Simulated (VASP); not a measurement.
# Te2Mo (P-6m2) in VASP: a series of runs, part 2 of 2

VASP 6.6.1. The steps go on from the part before.

**3. Relaxation of cell and atoms, PBE+D3(BJ)**

This run uses another cell than the first one.

INCAR reads:

```
PREC = Accurate
ENCUT = 600
EDIFF = 1E-6
ISMEAR = 0
SIGMA = 0.02
LREAL = False
LASPH = True
NELM = 100
ALGO = Normal
ISIF = 3
LWAVE = False
LCHARG = False
GGA = PE
IVDW = 12
IBRION = 2
NSW = 100
EDIFFG = -0.005
```

KPOINTS reads:

```
Automatic mesh
0
Gamma
  12 12 2
```

POSCAR reads:

```
Te2Mo
1.0
    3.5602328140      0.0000000000      0.0000000000
   -1.7801164070      3.0832520603      0.0000000000
    0.0000000000      0.0000000000     17.5240578200
Te Mo
2 1
Direct
    0.3333333300      0.6666666700      0.8978554500
    0.3333333300      0.6666666700      0.1021445500
    0.0000000000      0.0000000000      0.0000000000
```

Potentials or basis: VASP PAW PBE potentials, release 64 (Te, Mo_sv).

On the command line:

```
$ cat potpaw_PBE.64/Te/POTCAR potpaw_PBE.64/Mo_sv/POTCAR > POTCAR
$ mpirun -np 1 vasp_std > vasp.out
```

OUTCAR:

```text
PREC = Accurate
   ENCUT = 600
   EDIFF = 1E-6
   ISMEAR = 0
   LREAL = False
   LASPH = True
   NELM = 100
   ISIF = 3
   GGA = PE
   IVDW = 12
   IBRION = 2
   NSW = 100
   EDIFFG = -0.005
 IVDW          = 12

 ion  position               nearest neighbor table
   1  0.333  0.667  0.898-   3 2.73   3 2.73   3 2.73   2 3.58
   2  0.333  0.667  0.102-   3 2.73   3 2.73   3 2.73   1 3.58
   3  0.000  0.000  0.000-   1 2.73   2 2.73   1 2.73   2 2.73   1 2.73   2 2.73

  LATTYP: Found a hexagonal cell.
 ALAT       =     3.5602328140
 C/A-ratio  =     4.9221662558

  Lattice vectors:

 A1 = (   3.5602328140,   0.0000000000,   0.0000000000)
 A2 = (  -1.7801164070,   3.0832520603,   0.0000000000)
 A3 = (   0.0000000000,   0.0000000000,  17.5240578200)

[... 301 lines left out ...]

 number of electron      26.0000001 magnetization

------------------------ aborting loop because EDIFF is reached ----------------------------------------
[... 77 lines left out ...]
--------------------------------------- Ionic step       16  -------------------------------------------

 number of electron      26.0000001 magnetization

 Free energy of the ion-electron system (eV)
  ---------------------------------------------------
  ext. energy  EPLUGINS =         0.00000000
  ---------------------------------------------------
  free energy    TOTEN  =       -18.00849231 eV

  energy without entropy =      -18.00849231  energy(sigma->0) =      -18.00849231

 E-fermi :   0.3789     XC(G=0):  -4.7800

 val. band max:        0.2818116563   @ k =   0.3333   0.3333   0.5000
 cond. band min:       1.4748033669   @ k =   0.3333   0.3333   0.5000
 fundamental gap:      1.1929917106
 Fermi energy:         0.3789344351

 k-point     1 :       0.0000    0.0000    0.0000
  band No.  band energies     occupation
      1     -60.3727      2.00000
      2     -34.5499      2.00000
      3     -34.4052      2.00000
      4     -34.4052      2.00000
      5     -12.4249      2.00000
      6     -11.4975      2.00000
[... 457 lines left out ...]
      4     -34.4290      2.00000
      5     -11.0465      2.00000
      6     -10.5404      2.00000
[... 9 lines left out ...]
     16       2.9553      0.00000
     17       3.9672      0.00000

 [... further k-points ...]

------------------------ aborting loop because EDIFF is reached ----------------------------------------

 Edisp (eV)   -1.20632

 E8    (eV) :    -0.5856
[... 26 lines left out ...]
  FREE ENERGIE OF THE ION-ELECTRON SYSTEM (eV)
  ---------------------------------------------------
  free  energy   TOTEN  =       -19.2148104262 eV

  energy  without entropy=      -19.2148104262  energy(sigma->0) =      -19.21481043

 reached required accuracy - stopping structural energy minimisation
```

OSZICAR:

```text
N       E                     dE             d eps       ncg     rms          rms(c)
DAV:   1     0.162982891403E+03    0.16298E+03   -0.12224E+04  1676   0.136E+03
DAV:   2    -0.819495347573E+01   -0.17118E+03   -0.16816E+03  1751   0.272E+02
DAV:   3    -0.184625289137E+02   -0.10268E+02   -0.10197E+02  1814   0.571E+01
[... 141 lines left out ...]
       N       E                     dE             d eps       ncg     rms          rms(c)
DAV:   1    -0.180084944982E+02   -0.11628E-03   -0.57938E-05  1396   0.727E-02    0.146E-02
DAV:   2    -0.180084938036E+02    0.69457E-06   -0.31710E-05  1399   0.356E-02    0.721E-03
DAV:   3    -0.180084924559E+02    0.13477E-05   -0.12312E-05  1332   0.173E-02    0.480E-03
DAV:   4    -0.180084923116E+02    0.14429E-06   -0.42495E-07   646   0.475E-03
  16 F= -.19214810E+02 E0= -.19214810E+02  d E =-.698383E-05
```

Wall time 16 min (1 thread of Intel Xeon Platinum 8488C (Sapphire Rapids), shared host); peak memory 0.46 GiB.

What came out:

```yaml
Free_energy: -19.2148 eV
Relaxed_cell: a = 3.502 Å, b = 3.502 Å, c = 17.699 Å, α = 90.00°, β = 90.00°, γ = 120.00°
Space_group_after_relaxing_to_0.1_Å: P-6m2 (No. 187)
Energy_gained_by_relaxing: 6.4 meV/atom
Ionic_steps: 16
Largest_force_after_relaxing: 0.004 eV/Å
Band_gap_on_the_k_mesh: 1.19 eV
Dispersion_energy_per_atom: -0.402 eV
```

Forces in eV/Å, atoms in the order of the input:
```
Te   0.000  0.000 -0.004
Te   0.000  0.000  0.004
Mo   0.000  0.000  0.000
```

Step by step:
```
step  energy change (eV)  largest force (eV/Å)  pressure (GPa)  volume (Å³)
   1              0.0000                0.0962           -0.48       192.36
   2             -0.0162                0.2131            0.43       187.01
   3             -0.0165                0.1988            0.27       187.62
   4             -0.0159                0.1993           -0.32       188.84
   5             -0.0193                0.0051           -0.02       188.20
   6             -0.0193                0.0090           -0.02       188.19
   7             -0.0193                0.0111            0.01       188.04
   8             -0.0193                0.0117            0.00       188.01
   9             -0.0193                0.0126            0.00       187.94
  10             -0.0193                0.0136            0.03       187.82
  11             -0.0193                0.0136            0.02       187.90
  12             -0.0193                0.0128            0.03       187.92
  13             -0.0193                0.0126            0.03       187.94
  14             -0.0193                0.0013           -0.02       188.09
  15             -0.0193                0.0055            0.00       188.01
  16             -0.0193                0.0042            0.00       188.03
```

Final structure:
```cif
data_structure
_symmetry_space_group_name_H-M 'P 1'
_symmetry_Int_Tables_number 1
_cell_length_a 3.5025
_cell_length_b 3.5025
_cell_length_c 17.6986
_cell_angle_alpha 90.000
_cell_angle_beta 90.000
_cell_angle_gamma 120.000
_cell_volume 188.03
loop_
_atom_site_label
_atom_site_type_symbol
_atom_site_fract_x
_atom_site_fract_y
_atom_site_fract_z
_atom_site_occupancy
Te1 Te 0.33333 0.66667 0.89727 1
Te2 Te 0.33333 0.66667 0.10273 1
Mo1 Mo 0.00000 0.00000 0.00000 1
```

Caveat: spin-orbit coupling is left out, which moves the levels of the heavy elements.
